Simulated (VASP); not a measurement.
A run of VASP 6.6.1 is set up as follows.

Contents of INCAR:

```
SYSTEM = Mg5Se
  ALGO = Normal
  EDIFF = 1E-6
  ENCUT = 520
  GGA = PE
  ISIF = 2
  ISMEAR = 0
  LASPH = .True.
  LCHARG = .False.
  LREAL = .False.
  LWAVE = .False.
  NBANDS = 17
  NELM = 60
  PREC = Accurate
  SIGMA = 0.1
```

Contents of KPOINTS:

```
k-points
0
Gamma
  8 8 8
  0 0 0
```

File POSCAR:

```
Mg5Se
1.0
    0.0000000000      4.9802530842      4.9802530842
    4.9802530842      0.0000000000      4.9802530842
    4.9802530842      4.9802530842      0.0000000000
Mg Se
5 1
Direct
    0.0000000000      0.0000000000      0.0000000000
    0.6046140223      0.1861579331      0.6046140223
    0.6046140223      0.6046140223      0.6046140223
    0.1861579331      0.6046140223      0.6046140223
    0.6046140223      0.6046140223      0.1861579331
    0.7500000000      0.7500000000      0.7500000000
```

Potentials or basis: VASP PAW PBE potentials, release 64 (Mg, Se).

Run with:

```console
$ cat potpaw_PBE.64/Mg/POTCAR potpaw_PBE.64/Se/POTCAR > POTCAR
$ mpirun -np 1 vasp_std > vasp.out
```

Problem. What does it give for the band gap on the k mesh?

Solution. Zero (bands 8 and 9 overlap by 0.43 eV).

Problem. Estimate the pressure.

Solution. 0.0 GPa.

Problem. What does it give for the largest force?

Solution. 0.024 eV/Å.

Forces on the atoms (eV/Å):
```
Mg   0.000  0.000  0.000
Mg   0.014 -0.014  0.014
Mg  -0.014 -0.014 -0.014
Mg  -0.014  0.014  0.014
Mg   0.014  0.014 -0.014
Se   0.000  0.000  0.000
```

Caveat: semilocal functionals underestimate gaps, and a narrow one can read as zero.
